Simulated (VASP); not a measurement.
# Ca3H (Pm-3m) in VASP: relaxation of cell and atoms with PBE

Aim: the relaxation of cell and atoms of Ca3H with PBE.

Program: VASP 6.6.1. These are calculated values, not measurements. Logs are shortened: lines on timing, memory, paths and dates and some standing lists are left out, and cuts for length are marked.

### 1 The cell of the first run

It takes space group Pm-3m (No. 221, cubic). Conventional cell: a = 4.205 Å, b = 4.205 Å, c = 4.205 Å, α = 90.00°, β = 90.00°, γ = 90.00°. Ca (site symmetry 4/mmm) has 8 Ca at 2.97 Å and 4 H at 2.97 Å within 3.9 Å. H (site symmetry m-3m) has 12 Ca at 2.97 Å within 3.9 Å.

The cell was generated, and may not be a known phase.

### 2 Relaxation of cell and atoms, PBE

The input, INCAR:

```
SYSTEM = Ca3H
ALGO = Normal
EDIFF = 1E-7
EDIFFG = -0.04
ENCUT = 1230
GGA = PE
GGA_COMPAT = .False.
IBRION = 2
ISIF = 3
ISMEAR = 0
LASPH = .True.
LCHARG = .False.
LREAL = .False.
LWAVE = .False.
NELM = 120
NELMIN = 4
NSW = 90
PREC = Accurate
SIGMA = 0.1
```

The input, KPOINTS:

```
k-points
0
Gamma
  4 4 4
  0 0 0
```

The input, POSCAR:

```
Ca3H
1.0
    4.2052743000      0.0000000000      0.0000000000
    0.0000000000      4.2052743000      0.0000000000
    0.0000000000      0.0000000000      4.2052743000
Ca H
3 1
Direct
    0.5000000000      0.5000000000      0.0000000000
    0.5000000000      0.0000000000      0.5000000000
    0.0000000000      0.5000000000      0.5000000000
    0.0000000000      0.0000000000      0.0000000000
```

Potentials or basis: VASP PAW PBE potentials, release 64 (Ca_sv, H_h).

On the command line:

```
$ cat potpaw_PBE.64/Ca_sv/POTCAR potpaw_PBE.64/H_h/POTCAR > POTCAR
$ mpirun -np 1 vasp_std > vasp.out
```

OUTCAR:

```text
SYSTEM = Ca3H
   EDIFF = 1E-7
   EDIFFG = -0.04
   ENCUT = 1230
   GGA = PE
   IBRION = 2
   ISIF = 3
   ISMEAR = 0
   LASPH = .True.
   LREAL = .False.
   NELM = 120
   NELMIN = 4
   NSW = 90
   PREC = Accurate

 ion  position               nearest neighbor table
   1  0.500  0.500  0.000-   2 2.97   3 2.97   2 2.97   3 2.97   2 2.97   2 2.97   3 2.97   3 2.97

   2  0.500  0.000  0.500-   1 2.97   3 2.97   1 2.97   1 2.97   3 2.97   1 2.97   3 2.97   3 2.97

   3  0.000  0.500  0.500-   1 2.97   2 2.97   1 2.97   2 2.97   1 2.97   2 2.97   1 2.97   2 2.97

   4  0.000  0.000  0.000-

  LATTYP: Found a simple cubic cell.
 ALAT       =     4.2052743000

  Lattice vectors:

 A1 = (   4.2052743000,   0.0000000000,   0.0000000000)
 A2 = (   0.0000000000,   4.2052743000,   0.0000000000)
 A3 = (   0.0000000000,   0.0000000000,   4.2052743000)

Analysis of symmetry for initial positions (statically):
=====================================================================
 Subroutine PRICEL returns:
 Original cell was already a primitive cell.

 Routine SETGRP: Setting up the symmetry group for a
 simple cubic supercell.

 Subroutine GETGRP returns: Found 48 space group operations
 (whereof 48 operations were pure point group operations)
 out of a pool of 48 trial point group operations.

The static configuration has the point symmetry O_h .

Analysis of symmetry for dynamics (positions and initial velocities):
=====================================================================
 Subroutine PRICEL returns:
 Original cell was already a primitive cell.

 Routine SETGRP: Setting up the symmetry group for a
 simple cubic supercell.

 Subroutine GETGRP returns: Found 48 space group operations
 (whereof 48 operations were pure point group operations)
 out of a pool of 48 trial point group operations.

The dynamic configuration has the point symmetry O_h .

 Subroutine INISYM returns: Found 48 space group operations
 (whereof 48 operations are pure point group operations),
 and found     1 'primitive' translations

----------------------------------------------------------------------------------------

                                     Primitive cell

  volume of cell :      74.3675

  direct lattice vectors                    reciprocal lattice vectors
     4.205274300  0.000000000  0.000000000     0.237796617  0.000000000  0.000000000
     0.000000000  4.205274300  0.000000000     0.000000000  0.237796617  0.000000000
     0.000000000  0.000000000  4.205274300     0.000000000  0.000000000  0.237796617
[... 56 lines left out ...]
   number of dos      NEDOS =    301   number of ions     NIONS =      4
   total plane-waves  NPLWV = 110592
   dimension x,y,z NGX =    48 NGY =   48 NGZ =   48
   dimension x,y,z NGXF=    96 NGYF=   96 NGZF=   96
   ions per type =               3   1
   NGX,Y,Z   is equivalent  to a cutoff of  18.98, 18.98, 18.98 a.u.
   NGXF,Y,Z  is equivalent  to a cutoff of  37.95, 37.95, 37.95 a.u.
 SYSTEM =  Ca3H
   PREC   = accura    normal or accurate (medium, high low for compatibility)
   ISTART =      0    job   : 0-new  1-cont  2-samecut
   ICHARG =      2    charge: 1-file 2-atom 10-const
   ISPIN  =      1    spin polarized calculation?
   LNONCOLLINEAR =      F non collinear calculations
   LSORBIT =      F    spin-orbit coupling
   LASPH  =      T    aspherical Exc in radial PAW
   ENCUT  = 1230.0 eV  90.40 Ry    9.51 a.u.  12.03 12.03 12.03*2*pi/ulx,y,z
   NELM   =    120;   NELMIN=  4; NELMDL= -5     # of ELM steps
   EDIFF  = 0.1E-06   stopping-criterion for ELM
   LREAL  =      F    real-space projection
   EDIFFG = -.4E-01   stopping-criterion for IOM
   NSW    =     90    number of steps for IOM
   IBRION =      2    ionic relax: 0-MD 1-quasi-New 2-CG
   NFREE  =      1    steps in history (QN), initial steepest desc. (CG)
   ISIF   =      3    stress and relaxation
   ISYM   =      2    0-nonsym 1-usesym 2-fastsym
   POTIM  = 0.5000    time-step for ionic-motion
   TEBEG  =    0.0;   TEEND  =   0.0 temperature during run
   PSTRESS=    0.0 pullay stress
   NELECT =      31.0000    total number of electrons
   NUPDOWN=      -1.0000    fix difference up-down
   EMIN   =  10.00;   EMAX   =-10.00  energy-range for DOS
   EFERMI =   0.00;   METHOD = LEGACY
   ISMEAR =     0;   SIGMA  =   0.10  broadening in eV -4-tet -1-fermi 0-gaus
   EFERMI_NEDOS =   21; number of points for ismear=-14 and -15
   IALGO  =     38    algorithm
   IMIX   =      4    mixing-type and parameters
     AMIX     =   0.40;   BMIX     =  1.00
     AMIX_MAG =   1.60;   BMIX_MAG =  1.00
  volume/ion in A,a.u.               =      18.59       125.46
  Fermi-wavevector in a.u.,A,eV,Ry     =   1.222929  2.311000 20.348249  1.495554
  Thomas-Fermi vector in A             =   2.358058
   LORBIT       =      0    0 simple, 1 ext, 2 COOP (PROOUT), +10 PAW based schemes
   GGA     = PE    functional components
   LHFCALC =     F    Hartree Fock is set to
   AEXX    =    0.0000 exact exchange contribution
   IVDW    =     0    specifies the selected vdW correction
   LEPSILON=     F    determine dielectric tensor
   LRPA    =     F    only Hartree local field effects (RPA)
 conjugate gradient relaxation of ions
 non-spin polarized calculation
 Gauss-broadening in eV      SIGMA  =   0.10
  energy-cutoff  :     1230.00
  volume of cell :       74.37
 maximum number of plane-waves:      7316
   NGX = 25   NGY = 25   NGZ = 25

--------------------------------------- Ionic step        1  -------------------------------------------

 number of electron      31.0000001 magnetization

 Free energy of the ion-electron system (eV)
  ---------------------------------------------------
  ext. energy  EPLUGINS =         0.00000000
  ---------------------------------------------------
  free energy    TOTEN  =        -4.27427202 eV

  energy without entropy =       -4.25058451  energy(sigma->0) =       -4.26242826

 E-fermi :   4.8256     XC(G=0):  -9.7601

 val. band max:        4.7710295058   @ k =   0.2500   0.2500   0.2500
 cond. band min:       4.9118330077   @ k =   0.2500   0.2500   0.2500
 fundamental gap:      0.1408035020
 Fermi energy:         4.8256160568

 k-point     1 :       0.0000    0.0000    0.0000
  band No.  band energies     occupation
      1     -36.5781      2.00000
      2     -36.2005      2.00000
      3     -36.2005      2.00000
      4     -18.0776      2.00000
      5     -18.0776      2.00000
      6     -18.0776      2.00000
[... 360 lines left out ...]
--------------------------------------- Ionic step        5  -------------------------------------------

 number of electron      30.9999997 magnetization

 Free energy of the ion-electron system (eV)
  ---------------------------------------------------
  ext. energy  EPLUGINS =         0.00000000
  ---------------------------------------------------
  free energy    TOTEN  =        -7.21615272 eV

  energy without entropy =       -7.20055638  energy(sigma->0) =       -7.20835455

 E-fermi :   1.7471     XC(G=0):  -7.6079

 val. band max:        1.5872184555   @ k =   0.5000   0.5000   0.5000
 cond. band min:       1.7619451434   @ k =   0.5000   0.0000   0.0000
 fundamental gap:      0.1747266879
 Fermi energy:         1.7471353620

 k-point     1 :       0.0000    0.0000    0.0000
  band No.  band energies     occupation
      1     -40.5379      2.00000
      2     -40.5041      2.00000
      3     -40.5041      2.00000
      4     -21.6079      2.00000
      5     -21.6079      2.00000
      6     -21.6079      2.00000
[... 240 lines left out ...]
  FREE ENERGIE OF THE ION-ELECTRON SYSTEM (eV)
  ---------------------------------------------------
  free  energy   TOTEN  =        -7.2161527225 eV

  energy  without entropy=       -7.2005563769  energy(sigma->0) =       -7.20835455

 reached required accuracy - stopping structural energy minimisation
```

Wall time 3.9 min (1 thread of Intel Xeon Platinum 8259CL at 2.50GHz (Skylake/Cascade Lake), shared host); peak memory 0.37 GiB.

What came out:

```yaml
Free_energy: -7.2162 eV
Relaxed_volume: 34.26 Å³/atom
Relaxed_cell: a = 5.156 Å, b = 5.156 Å, c = 5.156 Å, α = 90.00°, β = 90.00°, γ = 90.00°
Space_group_after_relaxing_to_0.1_Å: Pm-3m (No. 221)
Energy_gained_by_relaxing: 735.5 meV/atom
Ionic_steps: 5
Pressure_after_relaxing: 0.0 GPa
Band_gap_on_the_k_mesh: zero (an odd number of electrons rules out a gap without spin polarisation)
```

Step by step:
```tsv
step	energy change (eV)	largest force (eV/Å)	pressure (GPa)	volume (Å³)
1	0.0000	0.0000	22.25	74.37
2	-2.4783	0.0000	5.79	105.77
3	-2.9111	0.0000	1.12	127.79
4	-2.9405	0.0000	0.22	135.05
5	-2.9419	0.0000	0.00	137.04
```

Final structure:
```cif
data_structure
_symmetry_space_group_name_H-M 'P 1'
_symmetry_Int_Tables_number 1
_cell_length_a 5.1556
_cell_length_b 5.1556
_cell_length_c 5.1556
_cell_angle_alpha 90.000
_cell_angle_beta 90.000
_cell_angle_gamma 90.000
_cell_volume 137.04
loop_
_atom_site_label
_atom_site_type_symbol
_atom_site_fract_x
_atom_site_fract_y
_atom_site_fract_z
_atom_site_occupancy
Ca1 Ca 0.50000 0.50000 0.00000 1
Ca2 Ca 0.50000 0.00000 0.50000 1
Ca3 Ca 0.00000 0.50000 0.50000 1
H1 H 0.00000 0.00000 0.00000 1
```

Caveat: the k points lie up to 0.30 Å⁻¹ apart in the final cell, too coarse for converged energies and pressures of a metal; the volume moved by over 15 % at a fixed basis, so the end points are rough.

The gap in the log of VASP goes by the Fermi energy; the results here count the filled bands.